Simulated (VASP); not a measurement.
Set up this calculation in VASP 6.6.1, as the native input.

| Item | Value |
| --- | --- |
| Task | single point |
| Functional | PBEsol |
| Potentials or basis | VASP PAW PBE potentials, release 64 (W_sv, B) |
| Cutoff | 520 eV |
| k mesh | 3 × 3 × 3 |
| Occupations | gaussian, width 0.1 eV |
| Spin | no spin polarisation |
| Dipole correction | no |
| Further INCAR settings | LREAL = Auto; ALGO = Normal; EDIFF = 1e-06; NBANDS = 128 |

The structure of BW16 (a cell with a defect) lies in POSCAR:

```
BW16
1.0
    6.3200000000      0.0000000000      0.0000000000
    0.0000000000      6.3200000000      0.0000000000
    0.0000000000      0.0000000000      6.3200000000
W B
16 1
Direct
   -0.0069116513     -0.0001121136      0.0040140480
    0.4929805755     -0.0001102490     -0.0012196776
   -0.0072573283      0.4998899695     -0.0012201865
   -0.0069951318     -0.0001120424      0.4969084202
    0.2451412760      0.2521185380      0.2504409046
    0.4927378377      0.4998777476     -0.0529110550
    0.4929228785     -0.0001070220      0.5020849644
    0.7406690076      0.2520927279      0.2504316500
   -0.0070292737      0.4998900398      0.5020807038
    0.2451487547      0.7476223099      0.2504410574
    0.2328549672      0.2397666422      0.7504362772
    0.4931593574      0.4998834867      0.5538148715
    0.7406717997      0.7476671528      0.2504321207
    0.7531223771      0.2397016978      0.7504289624
    0.2328598139      0.7599992637      0.7504360974
    0.7531307595      0.7600741043      0.7504294299
    0.4928585504      0.4998880969      0.2504505216
```

These files were run (other wordings do the same):

INCAR

```
PREC = Accurate
ENCUT = 520
EDIFF = 1E-6
ISMEAR = 0
SIGMA = 0.1
LREAL = Auto
LASPH = T
NELM = 100
ALGO = Normal
ISIF = 2
LWAVE = F
LCHARG = T
GGA = PS
LELF = T
LVHAR = T
NBANDS = 128
```

KPOINTS

```
Automatic mesh
0
Gamma
  3 3 3
```

Potentials or basis: VASP PAW PBE potentials, release 64 (W_sv, B).

Launch:

```bash
$ cat potpaw_PBE.64/W_sv/POTCAR potpaw_PBE.64/B/POTCAR > POTCAR
$ mpirun -np 1 vasp_std > vasp.out
```

Results of the run:

| Item | Value |
| --- | --- |
| Pressure | 11.3 GPa |
| Largest force | 0.068 eV/Å |
| Band gap on the k mesh | zero (an odd number of electrons rules out a gap without spin polarisation) |

Caveat: the PAW data sets were made with another functional, which shifts forces and pressure a little; spin-orbit coupling is left out, which moves the levels of the heavy elements.

Wall time 22 min on 1 thread of AMD EPYC 7R13, on a shared host, peak memory 0.46 GiB.
